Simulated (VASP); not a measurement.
Crystal: CdS.

```
CELL_PARAMETERS angstrom
4.26117 0.00000 0.00000
-2.13058 3.69028 0.00000
0.00000 0.00000 5.80417
ATOMIC_POSITIONS crystal
Cd 0.00000 0.00000 0.44269
S 0.66667 0.33333 0.43431
```

- Program: VASP 6.6.1
- Task: relaxation of cell and atoms
- Functional: PBE
- Dispersion: D3(BJ)
- Potentials or basis: VASP PAW PBE potentials, release 64 (Cd, S)
- Cutoff: 600 eV
- k mesh: 6 × 6 × 6
- Occupations: gaussian, width 0.02 eV
- Spin: no spin polarisation

At the start: pressure -0.6 GPa; volume 45.64 Å³/atom.

Problem. Where does the relaxation end?

Solution. Over 42 steps the energy falls by 63.0 meV/atom and the volume is 27.88 Å³/atom (-38.9 %); space group P3m1 (No. 156, to 0.05 Å).

Step by step:
```csv
step,energy change (eV),largest force (eV/Å),pressure (GPa),volume (Å³)
1,0.0000,0.0020,-0.64,91.27
3,-0.0034,0.0033,-0.07,89.70
5,-0.0095,0.0041,-0.07,87.47
7,-0.0433,0.0086,-0.11,77.44
9,-0.0862,0.0194,0.09,62.43
11,-0.0867,0.0218,-0.38,64.02
13,-0.0872,0.0208,-0.09,63.72
15,-0.0881,0.0329,-0.13,63.77
17,-0.0946,0.0589,-0.48,63.96
19,-0.1013,0.0023,-1.30,64.22
21,-0.1014,0.0002,-1.32,64.22
23,-0.1016,0.0120,-1.39,64.21
25,-0.1020,0.0112,-1.37,64.16
27,-0.1041,0.0074,-1.25,63.97
29,-0.1103,0.0096,-0.76,63.18
31,-0.1137,0.0403,0.01,62.01
33,-0.1148,0.0369,0.00,61.73
35,-0.1192,0.0201,-0.09,60.45
37,-0.1248,0.0452,-0.52,55.42
39,-0.1257,0.0279,0.33,55.33
41,-0.1261,0.0022,0.02,55.85
42,-0.1261,0.0026,0.01,55.76
```

Final structure:
```
Cd S
1.0
     4.10308    0.00000    0.00000
    -2.05154    3.55337    0.00000
     0.00000    0.00000    3.82443
Cd S
1 1
Direct
  0.00000 0.00000 0.53226
  0.66667 0.33333 0.34474
```

Caveat: the volume moved by over 15 % at a fixed basis, so the end points are rough.
